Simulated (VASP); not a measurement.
AlNi: single point with PBE

Crystal: AlNi.

```
CELL_PARAMETERS angstrom
2.33096 -1.41303 0.00000
2.33096 1.41303 0.00000
-1.37430 0.00000 3.93191
ATOMIC_POSITIONS crystal
Ni 0.50000 0.50000 0.50000
Al 0.00000 0.00000 0.00000
```

```
Program             : VASP 6.6.1
Task                : single point
Functional          : PBE
Potentials or basis : VASP PAW PBE potentials, release 64 (Ni, Al)
Cutoff              : 520 eV
k mesh              : 11 × 11 × 7
Occupations         : fermi-dirac, width 0.05 eV
Spin                : collinear spin, ferromagnetic start
Starting moments    : [1.0, 0.0] μB
```

| Item | Value |
| --- | --- |
| Pressure | -3.3 GPa |
| Net moment | 0.00 μB per cell |
| Valence electrons inside the program's atomic spheres | Ni 9.29; Al 0.81 |

Stress tensor (GPa, compression positive):
```
-2.12  0.00 -0.71
 0.00 -3.85  0.00
-0.71  0.00 -3.78
```

Levels at points of the mesh, in eV from the Fermi level:
Spin up:
| k point | band 3 | band 4 | band 5 | band 6 | band 7 | band 8 | band 9 | band 10 | band 11 | band 12 |
| --- | --- | --- | --- | --- | --- | --- | --- | --- | --- | --- |
| (0.00, 0.00, 0.00) | -1.74 | -1.63 | -1.46 | -1.31 | -1.19 | 2.60 | 13.37 | 13.42 | 14.38 | 14.87 |
Spin down:
```
           k point  band 5  band 6  band 7  band 8  band 9  band 10
(0.00, 0.00, 0.00)   -1.46   -1.31   -1.19    2.60   13.37    13.42
```

Run time: 68 s on 1 thread of Intel(R) Xeon(R) 6975P-C (Granite Rapids), with other jobs on the host, peak memory 0.28 GiB.
